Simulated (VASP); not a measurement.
# NaF (Fm-3m) in VASP: a series of runs

NaF is run at these levels: PBE, HSE06, PBE-based screened hybrid; tasks: single point.

Program: VASP 6.6.1. These are calculated values, not measurements. Logs are shortened: lines on timing, memory, paths and dates and some standing lists are left out, and cuts for length are marked.

## Step 1: The cell of the first run

It takes space group Fm-3m (No. 225, cubic). Conventional cell: a = 4.594 Å, b = 4.594 Å, c = 4.594 Å, α = 90.00°, β = 90.00°, γ = 90.00°. Na (site symmetry m-3m) has 6 F at 2.30 Å within 3.0 Å. F (site symmetry m-3m) has 6 Na at 2.30 Å within 3.0 Å.

## Step 2: Single point, PBE

The input, INCAR:

```
SYSTEM = NaF
PREC = Accurate
ENCUT = 520
EDIFF = 1E-6
ISMEAR = 0
SIGMA = 0.01
LREAL = .FALSE.
LASPH = .TRUE.
NELM = 60
ALGO = Normal
ISIF = 2
LWAVE = .FALSE.
LCHARG = .TRUE.
GGA = PE
LELF = .TRUE.
LVHAR = .TRUE.
NBANDS = 14
ISYM = 0
```

The input, KPOINTS:

```
Automatic mesh
0
G
  8 8 1
  0 0 0
```

The input, POSCAR:

```
NaF
1.0
    0.0000000000      2.2971680799      2.2971680799
    2.2971680799      0.0000000000      2.2971680799
    2.2971680799      2.2971680799      0.0000000000
Na F
1 1
Direct
    0.0000000000      0.0000000000      0.0000000000
    0.5000000000      0.5000000000      0.5000000000
```

Potentials or basis: VASP PAW PBE potentials, release 64 (Na_pv, F).

Launch:

```console
$ cat potpaw_PBE.64/Na_pv/POTCAR potpaw_PBE.64/F/POTCAR > POTCAR
$ mpirun -np 1 vasp_std > vasp.out
```

OUTCAR:

```text
SYSTEM = NaF
   PREC = Accurate
   ENCUT = 520
   EDIFF = 1E-6
   ISMEAR = 0
   LREAL = .FALSE.
   LASPH = .TRUE.
   NELM = 60
   ISIF = 2
   GGA = PE
   ISYM = 0

 ion  position               nearest neighbor table
   1  0.000  0.000  0.000-   2 2.30   2 2.30   2 2.30   2 2.30   2 2.30   2 2.30
   2  0.500  0.500  0.500-   1 2.30   1 2.30   1 2.30   1 2.30   1 2.30   1 2.30

IMPORTANT INFORMATION: All symmetrisations will be switched off!
NOSYMM: (Re-)initialisation of all symmetry stuff for point group C_1.

----------------------------------------------------------------------------------------

                                     Primitive cell

  volume of cell :      24.2442

  direct lattice vectors                    reciprocal lattice vectors
     0.000000000  2.297168080  2.297168080    -0.217659302  0.217659302  0.217659302
     2.297168080  0.000000000  2.297168080     0.217659302 -0.217659302  0.217659302
     2.297168080  2.297168080  0.000000000     0.217659302  0.217659302 -0.217659302

  length of vectors
     3.248686254  3.248686254  3.248686254     0.376996969  0.376996969  0.376996969

  position of ions in fractional coordinates (direct lattice)
     0.000000000  0.000000000  0.000000000
     0.500000000  0.500000000  0.500000000

  ion indices of the primitive-cell ions
   primitive index   ion index
                 1           1
                 2           2

----------------------------------------------------------------------------------------

 KPOINTS: Automatic mesh

Automatic generation of k-mesh.
 Grid dimensions read from file:
 generate k-points for:    8    8    1

 Generating k-lattice:

  Cartesian coordinates                     Fractional coordinates (reciprocal lattice)
    -0.027207413  0.027207413  0.027207413     0.125000000  0.000000000  0.000000000
     0.027207413 -0.027207413  0.027207413     0.000000000  0.125000000  0.000000000
     0.217659302  0.217659302 -0.217659302     0.000000000  0.000000000  1.000000000

  Length of vectors
     0.047124621  0.047124621  0.376996969

  Shift w.r.t. Gamma in fractional coordinates (k-lattice)
     0.000000000  0.000000000  0.000000000

 -----------------------------------------------------------------------------
|                                                                             |
|           W    W    AA    RRRRR   N    N  II  N    N   GGGG   !!!           |
|           W    W   A  A   R    R  NN   N  II  NN   N  G    G  !!!           |
|           W    W  A    A  R    R  N N  N  II  N N  N  G       !!!           |
|           W WW W  AAAAAA  RRRRR   N  N N  II  N  N N  G  GGG   !            |
|           WW  WW  A    A  R   R   N   NN  II  N   NN  G    G                |
|           W    W  A    A  R    R  N    N  II  N    N   GGGG   !!!           |
|                                                                             |
|     Your reciprocal lattice and k-lattice belong to different lattice       |
|     classes:                                                                |
|                                                                             |
|        The reciprocal lattice is body-centered cubic,                       |
|        whereas your k-lattice is base centered orthorhombic.                |
|                                                                             |
|     Results are often still useful ...                                      |
|                                                                             |
 -----------------------------------------------------------------------------

 WARNING: IBZKPT: internal override: KBLOWUP is changed to .FALSE.
      ... skipping the blow-up phase ...

 Subroutine IBZKPT returns following result:
 ===========================================

 Found     34 irreducible k-points:

 Following reciprocal coordinates:
            Coordinates               Weight
  0.000000  0.000000  0.000000      1.000000
  0.125000  0.000000  0.000000      2.000000
  0.250000  0.000000  0.000000      2.000000
  0.375000  0.000000  0.000000      2.000000
  0.500000  0.000000  0.000000      1.000000
  0.000000  0.125000  0.000000      2.000000
[... 16 lines left out ...]
  0.125000  0.375000  0.000000      2.000000
  0.250000  0.375000  0.000000      2.000000
 [... further k-points ...]
   k-points           NKPTS =     34   k-points in BZ     NKDIM =     34   number of bands    NBANDS=     14
   number of dos      NEDOS =    301   number of ions     NIONS =      2
   total plane-waves  NPLWV =  13824
   dimension x,y,z NGX =    24 NGY =   24 NGZ =   24
   dimension x,y,z NGXF=    48 NGYF=   48 NGZF=   48
   ions per type =               1   1
   NGX,Y,Z   is equivalent  to a cutoff of  12.28, 12.28, 12.28 a.u.
   NGXF,Y,Z  is equivalent  to a cutoff of  24.56, 24.56, 24.56 a.u.
 SYSTEM =  NaF
   PREC   = accura    normal or accurate (medium, high low for compatibility)
   ISTART =      0    job   : 0-new  1-cont  2-samecut
   ICHARG =      2    charge: 1-file 2-atom 10-const
   ISPIN  =      1    spin polarized calculation?
   LNONCOLLINEAR =      F non collinear calculations
   LSORBIT =      F    spin-orbit coupling
   LASPH  =      T    aspherical Exc in radial PAW
   ENCUT  =  520.0 eV  38.22 Ry    6.18 a.u.   6.04  6.04  6.04*2*pi/ulx,y,z
   NELM   =     60;   NELMIN=  2; NELMDL= -5     # of ELM steps
   EDIFF  = 0.1E-05   stopping-criterion for ELM
   LREAL  =      F    real-space projection
   EDIFFG = 0.1E-04   stopping-criterion for IOM
   NSW    =      0    number of steps for IOM
   IBRION =     -1    ionic relax: 0-MD 1-quasi-New 2-CG
   NFREE  =      0    steps in history (QN), initial steepest desc. (CG)
   ISIF   =      2    stress and relaxation
   ISYM   =      0    0-nonsym 1-usesym 2-fastsym
   POTIM  = 0.5000    time-step for ionic-motion
   TEBEG  =    0.0;   TEEND  =   0.0 temperature during run
   PSTRESS=    0.0 pullay stress
   NELECT =      14.0000    total number of electrons
   NUPDOWN=      -1.0000    fix difference up-down
   EMIN   =  10.00;   EMAX   =-10.00  energy-range for DOS
   EFERMI =   0.00;   METHOD = LEGACY
   ISMEAR =     0;   SIGMA  =   0.01  broadening in eV -4-tet -1-fermi 0-gaus
   EFERMI_NEDOS =   21; number of points for ismear=-14 and -15
   IALGO  =     38    algorithm
   IMIX   =      4    mixing-type and parameters
     AMIX     =   0.40;   BMIX     =  1.00
     AMIX_MAG =   1.60;   BMIX_MAG =  1.00
  volume/ion in A,a.u.               =      12.12        81.80
  Fermi-wavevector in a.u.,A,eV,Ry     =   1.363269  2.576204 25.286442  1.858501
  Thomas-Fermi vector in A             =   2.489686
   LORBIT       =      0    0 simple, 1 ext, 2 COOP (PROOUT), +10 PAW based schemes
   GGA     = PE    functional components
   LHFCALC =     F    Hartree Fock is set to
   AEXX    =    0.0000 exact exchange contribution
   IVDW    =     0    specifies the selected vdW correction
   LEPSILON=     F    determine dielectric tensor
   LRPA    =     F    only Hartree local field effects (RPA)
 non-spin polarized calculation
 Gauss-broadening in eV      SIGMA  =   0.01
  energy-cutoff  :      520.00
  volume of cell :       24.24
 maximum number of plane-waves:       660
   NGX = 13   NGY = 13   NGZ = 13

 number of electron      13.9999992 magnetization

 Free energy of the ion-electron system (eV)
  ---------------------------------------------------
  ext. energy  EPLUGINS =         0.00000000
  ---------------------------------------------------
  free energy    TOTEN  =        -8.01161849 eV

  energy without entropy =       -8.01161849  energy(sigma->0) =       -8.01161849

 E-fermi :  -1.5692     XC(G=0):  -9.2336

 val. band max:       -1.6495372692   @ k =   0.0000   0.0000   0.0000
 cond. band min:       4.5358465269   @ k =   0.0000   0.0000   0.0000
 fundamental gap:      6.1853837961
 Fermi energy:        -1.5691754437

 k-point     1 :       0.0000    0.0000    0.0000
  band No.  band energies     occupation
      1     -20.9380      2.00000
      2     -20.9074      2.00000
      3     -20.8738      2.00000
      4     -20.8668      2.00000
      5      -1.7653      2.00000
      6      -1.7540      2.00000
      7      -1.6495      2.00000
      8       4.5358      0.00000
      9      17.1672      0.00000
     10      17.1691      0.00000
     11      17.3458      0.00000
     12      20.1836      0.00000
     13      22.3078      0.00000
     14      22.3801      0.00000

 k-point     2 :       0.1250    0.0000    0.0000
  band No.  band energies     occupation
      1     -21.2389      2.00000
      2     -20.8870      2.00000
      3     -20.8688      2.00000
      4     -20.5726      2.00000
      5      -2.0745      2.00000
      6      -1.8024      2.00000
      7      -1.6912      2.00000
      8       5.1017      0.00000
      9      15.4926      0.00000
     10      17.4216      0.00000
     11      17.5435      0.00000
     12      21.7521      0.00000
     13      21.8087      0.00000
     14      22.1243      0.00000

 k-point     3 :       0.2500    0.0000    0.0000
  band No.  band energies     occupation
      1     -21.4944      2.00000
      2     -20.8914      2.00000
      3     -20.8734      2.00000
      4     -20.2616      2.00000
      5      -2.7148      2.00000
      6      -1.9000      2.00000
      7      -1.7902      2.00000
      8       6.4539      0.00000
      9      13.4124      0.00000
     10      17.9853      0.00000
     11      18.1139      0.00000
     12      21.1032      0.00000
     13      21.1375      0.00000
     14      22.8412      0.00000
[... 324 lines left out ...]
 k-point    23 :       0.1250    0.3750    0.0000
  band No.  band energies     occupation
      1     -21.5668      2.00000
      2     -20.9101      2.00000
      3     -20.8877      2.00000
      4     -20.1328      2.00000
      5      -3.0648      2.00000
      6      -2.0575      2.00000
      7      -1.9036      2.00000
      8       7.8629      0.00000
      9      12.2651      0.00000
     10      17.4928      0.00000
     11      18.0134      0.00000
     12      19.3813      0.00000
     13      22.3989      0.00000
     14      24.3205      0.00000

 k-point    24 :       0.2500    0.3750    0.0000
  band No.  band energies     occupation
      1     -21.3992      2.00000
      2     -20.9406      2.00000
      3     -20.9033      2.00000
      4     -20.2894      2.00000
      5      -2.9673      2.00000
      6      -2.1292      2.00000
      7      -1.9625      2.00000
      8       8.2970      0.00000
      9      12.3716      0.00000
     10      15.9854      0.00000
     11      17.9521      0.00000
     12      18.0486      0.00000
     13      24.2416      0.00000
     14      24.5444      0.00000

 [... further k-points ...]

------------------------ aborting loop because EDIFF is reached ----------------------------------------

  FORCE on cell =-STRESS in cart. coord.  units (eV):
  Direction    XX          YY          ZZ          XY          YZ          ZX
  --------------------------------------------------------------------------------------
  -------------------------------------------------------------------------------------
  Total        1.5322352      1.5322386      0.6649329      1.5040528      0.0000465      0.0000481
  in kB      101.2576163    101.2578442     43.9420296     99.3951838      0.0030752      0.0031816
  external PRESSURE =      82.1524967 kB  Pullay stress =       0.0000000 kB

 VOLUME and BASIS-vectors are now :
 -----------------------------------------------------------------------------
  energy-cutoff  :      520.00
  volume of cell :       24.24
      direct lattice vectors                 reciprocal lattice vectors
     0.000000000  2.297168080  2.297168080    -0.217659302  0.217659302  0.217659302
     2.297168080  0.000000000  2.297168080     0.217659302 -0.217659302  0.217659302
     2.297168080  2.297168080  0.000000000     0.217659302  0.217659302 -0.217659302

 POSITION                                       TOTAL-FORCE (eV/Angst)
 -----------------------------------------------------------------------------------
      0.00000      0.00000      0.00000         0.000001      0.000000      0.000001
      2.29717      2.29717      2.29717        -0.000001     -0.000000     -0.000001
 -----------------------------------------------------------------------------------
    total drift:                                0.000001     -0.000000      0.000003

  FREE ENERGIE OF THE ION-ELECTRON SYSTEM (eV)
  ---------------------------------------------------
  free  energy   TOTEN  =        -8.0116184882 eV

  energy  without entropy=       -8.0116184882  energy(sigma->0) =       -8.01161849
```

It took 5.7 s on 1 thread of Intel Xeon Platinum 8259CL at 2.50GHz (Skylake/Cascade Lake), shared host; peak memory 0.14 GiB.

The run converged, but its numbers aren't listed here, since they failed a check.

Caveat: the k points lie up to 2.37 Å⁻¹ apart.

## Step 3: Single point, HSE06

POSCAR is that of step 2.

The input, INCAR.step1:

```
PREC = Accurate ; ENCUT = 520
EDIFF = 1E-5 ; ISMEAR = 0
SIGMA = 0.01 ; LREAL = False
LASPH = True ; NELM = 80
ALGO = Normal ; ISIF = 2
LWAVE = True ; NBANDS = 14
GGA = PE
```

The input, INCAR.step2:

```
PREC = Accurate ; ENCUT = 520
EDIFF = 1E-7 ; ISMEAR = 0
SIGMA = 0.01 ; LREAL = False
LASPH = True ; NELM = 80
ALGO = Normal ; ISIF = 2
LWAVE = False ; LCHARG = True
GGA = PE ; LHFCALC = True
HFSCREEN = 0.2079 ; PRECFOCK = Normal
LELF = True ; LVHAR = True
NBANDS = 14 ; ISTART = 1
```

The input, KPOINTS:

```
Automatic mesh
0
Gamma
  4 4 4
```

Potentials or basis: VASP PAW PBE potentials, release 64 (Na_pv, F).

Launch:

```console
$ cat potpaw_PBE.64/Na_pv/POTCAR potpaw_PBE.64/F/POTCAR > POTCAR
$ cp INCAR.step1 INCAR
$ mpirun -np 1 vasp_std > vasp.out
$ cp INCAR.step2 INCAR
$ mpirun -np 1 vasp_std > vasp.out
```

Run time: 2.3 min. Hardware: 1 thread of Intel Xeon Platinum 8259CL at 2.50GHz (Skylake/Cascade Lake), shared host; peak memory 0.23 GiB.

The run converged. Its results:

| Quantity | Value |
| --- | --- |
| Free energy | -10.3085 eV |
| Pressure | 1.6 GPa |
| Band gap on the k mesh | 8.61 eV, direct |

Levels at points of the mesh, in eV from the valence-band top:
```csv
k point,band 4,band 5,band 6,band 7,band 8,band 9,band 10,band 11
"(0.00, 0.00, 0.00)",-20.29,0.00,0.00,0.00,8.61,21.56,21.56,21.56
"(0.50, 0.00, 0.00)",-19.56,-1.68,-0.28,-0.28,13.17,15.07,22.85,22.85
"(0.50, 0.50, 0.00)",-20.35,-1.36,-0.44,-0.44,15.59,15.74,16.25,22.73
```

Caveat: the k points lie up to 0.59 Å⁻¹ apart; the PAW data sets were made with another functional, which shifts forces and pressure a little.

(Part 1 of 2 ends here.)
